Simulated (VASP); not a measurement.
# TiSi2 (Fddd) in VASP: a series of runs

The runs below take TiSi2 through single point, with PBE.

All numbers are computed with VASP 6.6.1; they aren't measurements. Logs are shortened: lines on timing, memory, paths and dates and some standing lists are left out, and cuts for length are marked.

## Step 1: The cell of the first run

The structure is orthorhombic, space group Fddd (No. 70). Conventional cell: a = 4.747 Å, b = 8.180 Å, c = 8.469 Å, α = 90.00°, β = 90.00°, γ = 90.00°. Ti (site symmetry 222) has 10 Si at 2.53 to 2.76 Å and 4 Ti at 3.17 Å within 3.3 Å. Within 3.3 Å of Si (site symmetry 2) lie 9 Si at 2.50 to 3.17 Å and 5 Ti at 2.53 to 2.76 Å.

## Step 2: Single point, PBE (volume scaled by 0.98)

INCAR reads:

```
SYSTEM = TiSi2
PREC = Accurate
ENCUT = 520
EDIFF = 1E-7
ISMEAR = -1
SIGMA = 0.05
LREAL = .FALSE.
LASPH = .TRUE.
NELM = 100
ALGO = Normal
ISIF = 2
LWAVE = .FALSE.
LCHARG = .TRUE.
GGA = PE
LELF = .TRUE.
LVHAR = .TRUE.
NBANDS = 29
```

KPOINTS reads:

```
Automatic mesh
0
G
  7 7 7
  0 0 0
```

POSCAR reads:

```
TiSi2
1.0
    0.0000000000      4.0898811360      4.2342869207
    2.3734744776      0.0000000000      4.2342869207
    2.3734744776      4.0898811360      0.0000000000
Ti Si
2 4
Direct
    0.7500000000      0.7500000000      0.7500000000
    0.5000000000      0.5000000000      0.5000000000
    0.4125656100      0.0874343900      0.4125656100
    0.0874343900      0.4125656100      0.0874343900
    0.1625656100      0.8374343900      0.1625656100
    0.8374343900      0.1625656100      0.8374343900
```

Potentials or basis: VASP PAW PBE potentials, release 64 (Ti_sv, Si).

Started as:

```bash
cat potpaw_PBE.64/Ti_sv/POTCAR potpaw_PBE.64/Si/POTCAR > POTCAR
mpirun -np 1 vasp_std > vasp.out
```

OUTCAR:

```text
SYSTEM = TiSi2
   PREC = Accurate
   ENCUT = 520
   EDIFF = 1E-7
   ISMEAR = -1
   LREAL = .FALSE.
   LASPH = .TRUE.
   NELM = 100
   ISIF = 2
   GGA = PE

 ion  position               nearest neighbor table
   1  0.750  0.750  0.750-   6 2.53   5 2.53   6 2.53   5 2.53   3 2.72   3 2.72   4 2.72   4 2.72
                             3 2.76   4 2.76
   2  0.500  0.500  0.500-   4 2.53   3 2.53   4 2.53   3 2.53   5 2.72   5 2.72   6 2.72   6 2.72
                             5 2.76   6 2.76
   3  0.413  0.087  0.413-   6 2.50   6 2.50   2 2.53   2 2.53   4 2.66   1 2.72   1 2.72   1 2.76
                             4 2.77   4 2.77
   4  0.087  0.413  0.087-   5 2.50   5 2.50   2 2.53   2 2.53   3 2.66   1 2.72   1 2.72   1 2.76
                             3 2.77   3 2.77
   5  0.163  0.837  0.163-   4 2.50   4 2.50   1 2.53   1 2.53   6 2.66   2 2.72   2 2.72   2 2.76
                             6 2.77   6 2.77
   6  0.837  0.163  0.837-   3 2.50   3 2.50   1 2.53   1 2.53   5 2.66   2 2.72   2 2.72   2 2.76
                             5 2.77   5 2.77

  LATTYP: Found a face centered orthorhombic cell.
 ALAT       =     4.7469489552
 B/A-ratio  =     1.7231620456
 C/A-ratio  =     1.7840035613

  Lattice vectors:

 A1 = (   0.0000000000,   4.0898811360,   4.2342869207)
 A2 = (   2.3734744776,   0.0000000000,   4.2342869207)
 A3 = (   2.3734744776,   4.0898811360,   0.0000000000)

Analysis of symmetry for initial positions (statically):
=====================================================================
 Subroutine PRICEL returns:
 Original cell was already a primitive cell.

 Routine SETGRP: Setting up the symmetry group for a
 face centered orthorhombic supercell.

 Subroutine GETGRP returns: Found  8 space group operations
 (whereof  4 operations were pure point group operations)
 out of a pool of  8 trial point group operations.

The static configuration has the point symmetry D_2 .
 The point group associated with its full space group is D_2h.

Analysis of symmetry for dynamics (positions and initial velocities):
=====================================================================
 Subroutine PRICEL returns:
 Original cell was already a primitive cell.

 Routine SETGRP: Setting up the symmetry group for a
 face centered orthorhombic supercell.

 Subroutine GETGRP returns: Found  8 space group operations
 (whereof  4 operations were pure point group operations)
 out of a pool of  8 trial point group operations.

The dynamic configuration has the point symmetry D_2 .
[... 106 lines left out ...]
   ENCUT  =  520.0 eV  38.22 Ry    6.18 a.u.  10.95  9.03  8.79*2*pi/ulx,y,z
   NELM   =    100;   NELMIN=  2; NELMDL= -5     # of ELM steps
   EDIFF  = 0.1E-06   stopping-criterion for ELM
   LREAL  =      F    real-space projection
   EDIFFG = 0.1E-05   stopping-criterion for IOM
   NSW    =      0    number of steps for IOM
   IBRION =     -1    ionic relax: 0-MD 1-quasi-New 2-CG
   NFREE  =      0    steps in history (QN), initial steepest desc. (CG)
   ISIF   =      2    stress and relaxation
   ISYM   =      2    0-nonsym 1-usesym 2-fastsym
   POTIM  = 0.5000    time-step for ionic-motion
   TEBEG  =    0.0;   TEEND  =   0.0 temperature during run
   PSTRESS=    0.0 pullay stress
   NELECT =      40.0000    total number of electrons
   NUPDOWN=      -1.0000    fix difference up-down
   EMIN   =  10.00;   EMAX   =-10.00  energy-range for DOS
   EFERMI =   0.00;   METHOD = LEGACY
   ISMEAR =    -1;   SIGMA  =   0.05  broadening in eV -4-tet -1-fermi 0-gaus
   EFERMI_NEDOS =   21; number of points for ismear=-14 and -15
   IALGO  =     38    algorithm
   IMIX   =      4    mixing-type and parameters
     AMIX     =   0.40;   BMIX     =  1.00
     AMIX_MAG =   1.60;   BMIX_MAG =  1.00
  volume/ion in A,a.u.               =      13.70        92.46
  Fermi-wavevector in a.u.,A,eV,Ry     =   1.287636  2.433279 22.558534  1.658006
  Thomas-Fermi vector in A             =   2.419638
   LORBIT       =      0    0 simple, 1 ext, 2 COOP (PROOUT), +10 PAW based schemes
   GGA     = PE    functional components
   LHFCALC =     F    Hartree Fock is set to
   AEXX    =    0.0000 exact exchange contribution
   IVDW    =     0    specifies the selected vdW correction
   LEPSILON=     F    determine dielectric tensor
   LRPA    =     F    only Hartree local field effects (RPA)
 non-spin polarized calculation
  energy-cutoff  :      520.00
  volume of cell :       82.21
 maximum number of plane-waves:      2240
 NGX is ok and might be reduce to    48
   NGX = 21   NGY = 19   NGZ = 17

 number of electron      40.0000005 magnetization

 Free energy of the ion-electron system (eV)
  ---------------------------------------------------
  ext. energy  EPLUGINS =         0.00000000
  ---------------------------------------------------
  free energy    TOTEN  =       -40.65397051 eV

  energy without entropy =      -40.63424777  energy(sigma->0) =      -40.64410914

 E-fermi :  10.4306     XC(G=0): -11.8271

 val. band max:       10.4301996942   @ k =  -0.1429   0.1429   0.1429
 cond. band min:      10.4420371510   @ k =  -0.2857   0.1429  -0.0000
 fundamental gap:      0.0118374568
 Fermi energy:        10.4306015027

 k-point     1 :       0.0000    0.0000    0.0000
  band No.  band energies     occupation
      1     -45.7609      2.00000
      2     -45.7296      2.00000
      3     -22.1518      2.00000
      4     -22.1492      2.00000
      5     -22.0552      2.00000
      6     -22.0395      2.00000
[... 757 lines left out ...]
     28      14.5403      0.00000
     29      14.7172      0.00000

 [... further k-points ...]
[... 5 lines left out ...]
  --------------------------------------------------------------------------------------
  -------------------------------------------------------------------------------------
  Total        2.8085169      1.7634677      3.4794917      0.0000000      0.0000000      0.0000000
  in kB       54.7371386     34.3694476     67.8142330      0.0000000      0.0000000      0.0000000
  external PRESSURE =      52.3069398 kB  Pullay stress =       0.0000000 kB

 VOLUME and BASIS-vectors are now :
 -----------------------------------------------------------------------------
  energy-cutoff  :      520.00
  volume of cell :       82.21
      direct lattice vectors                 reciprocal lattice vectors
     0.000000000  4.089881136  4.234286921    -0.210661629  0.122252942  0.118083637
     2.373474478  0.000000000  4.234286921     0.210661629 -0.122252942  0.118083637
     2.373474478  4.089881136  0.000000000     0.210661629  0.122252942 -0.118083637

 POSITION                                       TOTAL-FORCE (eV/Angst)
 -----------------------------------------------------------------------------------
      3.56021      6.13482      6.35143         0.000000      0.000000     -0.000000
      2.37347      4.08988      4.23429         0.000000      0.000000      0.000000
      1.18674      3.37469      2.11714        -0.000000      0.031787     -0.000000
      1.18674      0.71519      2.11714        -0.000000     -0.031787     -0.000000
      2.37347      1.32975      4.23429         0.000000      0.031787      0.000000
      2.37347      6.85001      4.23429         0.000000     -0.031787      0.000000
 -----------------------------------------------------------------------------------
    total drift:                               -0.000000     -0.000000      0.000000

  FREE ENERGIE OF THE ION-ELECTRON SYSTEM (eV)
  ---------------------------------------------------
  free  energy   TOTEN  =       -40.6539705102 eV

  energy  without entropy=      -40.6342477734  energy(sigma->0) =      -40.64410914
```

Wall time 3.4 min (1 thread of Intel Xeon 6975P-C (Granite Rapids), shared host); peak memory 0.3 GiB.

What came out:

```
Free energy            : -40.6540 eV
Pressure               : 5.2 GPa
Largest force          : 0.032 eV/Å
Band gap on the k mesh : zero (band 20 reaches 11.15 eV, above the bottom of band 21 at 9.31 eV)
```

Forces in eV/Å, atoms in the order of the input:
```
Ti   0.000  0.000  0.000
Ti   0.000  0.000  0.000
Si   0.000  0.032  0.000
Si   0.000 -0.032  0.000
Si   0.000  0.032  0.000
Si   0.000 -0.032  0.000
```

Levels at points of the mesh, in eV from the Fermi level:
```csv
k point,band 18,band 19,band 20,band 21,band 22,band 23
"(0.00, 0.00, 0.00)",-2.08,-1.79,-1.36,-0.95,2.13,3.21
```

## Step 3: Single point, PBE (volume scaled by 1.02)

INCAR reads:

```
SYSTEM = TiSi2
ALGO = Normal ; EDIFF = 1E-6
ENCUT = 520 ; GGA = PE
ISIF = 2 ; ISMEAR = -1
LASPH = .TRUE. ; LCHARG = .FALSE.
LREAL = .FALSE. ; LWAVE = .FALSE.
NBANDS = 29 ; NELM = 100
PREC = Accurate ; SIGMA = 0.05
```

KPOINTS reads:

```
k-points
0
G
  7 7 7
  0 0 0
```

POSCAR: that of step 2 with these lines changed.

```diff
@@ -2,5 +2,5 @@
 1.0
-    0.0000000000      4.0898811360      4.2342869207
-    2.3734744776      0.0000000000      4.2342869207
-    2.3734744776      4.0898811360      0.0000000000
+    0.0000000000      4.1447854209      4.2911297696
+    2.4053369975      0.0000000000      4.2911297696
+    2.4053369975      4.1447854209      0.0000000000
 Ti Si
```

Potentials or basis: VASP PAW PBE potentials, release 64 (Ti_sv, Si).

Started as:

```bash
cat potpaw_PBE.64/Ti_sv/POTCAR potpaw_PBE.64/Si/POTCAR > POTCAR
mpirun -np 1 vasp_std > vasp.out
```

Run time: 3.5 min. Hardware: 1 thread of Intel Xeon 6975P-C (Granite Rapids), shared host; peak memory 0.31 GiB.

Results (log left out):

```
Free energy            : -40.6982 eV
Pressure               : -0.8 GPa
Largest force          : 0.009 eV/Å
Band gap on the k mesh : zero (band 20 reaches 10.64 eV, above the bottom of band 21 at 8.86 eV)
```

Forces in eV/Å, atoms in the order of the input:
```
Ti   0.000  0.000  0.000
Ti   0.000  0.000  0.000
Si   0.000  0.009  0.000
Si   0.000 -0.009  0.000
Si   0.000  0.009  0.000
Si   0.000 -0.009  0.000
```

Stress tensor (GPa, compression positive):
```
-0.47  0.00  0.00
 0.00 -1.59  0.00
 0.00  0.00 -0.40
```

Levels at points of the mesh, in eV from the Fermi level:
| k point | band 18 | band 19 | band 20 | band 21 | band 22 | band 23 |
| --- | --- | --- | --- | --- | --- | --- |
| (0.00, 0.00, 0.00) | -2.06 | -1.77 | -1.34 | -0.90 | 2.02 | 3.06 |

## Step 4: Single point, PBE (volume scaled by 1.04)

INCAR reads:

```
  ALGO = Normal
  EDIFF = 1E-6
  ENCUT = 520
  GGA = PE
  ISIF = 2
  ISMEAR = -1
  LASPH = True
  LCHARG = False
  LREAL = False
  LWAVE = False
  NBANDS = 29
  NELM = 100
  PREC = Accurate
  SIGMA = 0.05
```

KPOINTS reads:

```
k-points
0
Gamma
  7 7 7
```

POSCAR: that of step 3 with these lines changed.

```diff
@@ -2,5 +2,5 @@
 1.0
-    0.0000000000      4.1447854209      4.2911297696
-    2.4053369975      0.0000000000      4.2911297696
-    2.4053369975      4.1447854209      0.0000000000
+    0.0000000000      4.1717003661      4.3189950295
+    2.4209565065      0.0000000000      4.3189950295
+    2.4209565065      4.1717003661      0.0000000000
 Ti Si
```

Started as:

```bash
cat potpaw_PBE.64/Ti_sv/POTCAR potpaw_PBE.64/Si/POTCAR > POTCAR
mpirun -np 1 vasp_std > vasp.out
```

Wall time 3.7 min (1 thread of Intel Xeon 6975P-C (Granite Rapids), shared host); peak memory 0.32 GiB.

It converged, with:

* Free energy: -40.6757 eV
* Pressure: -3.4 GPa
* Band gap on the k mesh: zero (band 20 reaches 10.40 eV, above the bottom of band 21 at 8.65 eV)

Stress tensor (GPa, compression positive):
```
-3.02  0.00  0.00
 0.00 -3.74  0.00
 0.00  0.00 -3.49
```

Levels at points of the mesh, in eV from the Fermi level:
```csv
k point,band 17,band 18,band 19,band 20,band 21,band 22,band 23,band 24
"(0.00, 0.00, 0.00)",-2.20,-2.05,-1.76,-1.32,-0.88,1.97,2.98,3.07
```

## Step 5: Single point, PBE (volume scaled by 1.06)

INCAR reads:

```
SYSTEM = TiSi2
PREC     = Accurate       ! precision mode
ENCUT    = 520            ! plane-wave cutoff, eV
EDIFF    = 1E-6           ! SCF threshold, eV
ISMEAR   = -1             ! smearing method
SIGMA    = 0.05           ! smearing width, eV
LREAL    = .False.        ! projectors in reciprocal space
LASPH    = .True.         ! aspherical terms in the spheres
NELM     = 80             ! most SCF steps
ALGO     = Normal         ! electronic algorithm
ISIF     = 2              ! what is computed and relaxed
LWAVE    = .False.        ! write WAVECAR
LCHARG   = .True.         ! write CHGCAR
GGA      = PE             ! functional
LELF     = .True.         ! ELF
LVHAR    = .True.       
NBANDS   = 29             ! bands
```

KPOINTS reads:

```
Automatic mesh
0
Gamma
  7 7 7
  0 0 0
```

POSCAR: that of step 4 with these lines changed.

```diff
@@ -2,5 +2,5 @@
 1.0
-    0.0000000000      4.1717003661      4.3189950295
-    2.4209565065      0.0000000000      4.3189950295
-    2.4209565065      4.1717003661      0.0000000000
+    0.0000000000      4.1982724224      4.3465052936
+    2.4363770274      0.0000000000      4.3465052936
+    2.4363770274      4.1982724224      0.0000000000
 Ti Si
```

Started as:

```bash
cat potpaw_PBE.64/Ti_sv/POTCAR potpaw_PBE.64/Si/POTCAR > POTCAR
mpirun -np 1 vasp_std > vasp.out
```

Run time: 3.9 min. Hardware: 1 thread of Intel Xeon 6975P-C (Granite Rapids), shared host; peak memory 0.32 GiB.

The run converged. Its results:

| Item | Value |
| --- | --- |
| Free energy | -40.6274 eV |
| Pressure | -5.8 GPa |
| Largest force | 0.009 eV/Å |
| Band gap on the k mesh | zero (band 20 reaches 10.17 eV, above the bottom of band 21 at 8.45 eV) |

Forces in eV/Å, atoms in the order of the input:
```
Ti   0.000  0.000  0.000
Ti   0.000  0.000  0.000
Si   0.000 -0.009  0.000
Si   0.000  0.009  0.000
Si   0.000 -0.009  0.000
Si   0.000  0.009  0.000
```

Stress tensor (GPa, compression positive):
```
-5.32  0.00  0.00
 0.00 -5.68  0.00
 0.00  0.00 -6.28
```

Levels at points of the mesh, in eV from the Fermi level:
| k point | band 16 | band 17 | band 18 | band 19 | band 20 | band 21 | band 22 | band 23 | band 24 | band 25 |
| --- | --- | --- | --- | --- | --- | --- | --- | --- | --- | --- |
| (0.00, 0.00, 0.00) | -2.45 | -2.16 | -2.04 | -1.74 | -1.31 | -0.86 | 1.92 | 2.90 | 2.95 | 3.20 |

## Step 6: Summary

```csv
cell,gap on the mesh (eV),pressure (GPa),largest force (eV/Å)
"a = 5.887, b = 4.854, c = 4.729 Å, angles 75.8, 53.1, 51.1°, 6 atoms",none,5.2,0.03
"a = 5.966, b = 4.919, c = 4.792 Å, angles 75.8, 53.1, 51.1°, 6 atoms",none,-0.8,0.01
"a = 6.005, b = 4.951, c = 4.823 Å, angles 75.8, 53.1, 51.1°, 6 atoms",none,-3.4,-
"a = 6.043, b = 4.983, c = 4.854 Å, angles 75.8, 53.1, 51.1°, 6 atoms",none,-5.8,0.01
```

Alike in all rows: task single point; level PBE; potentials or basis VASP PAW PBE potentials, release 64 (Ti_sv, Si); no spin polarisation; k mesh 7 × 7 × 7; cutoff (eV) 520; smearing fermi-dirac 0.05 eV.

Absolute energies hang on the potentials; compare differences alone.
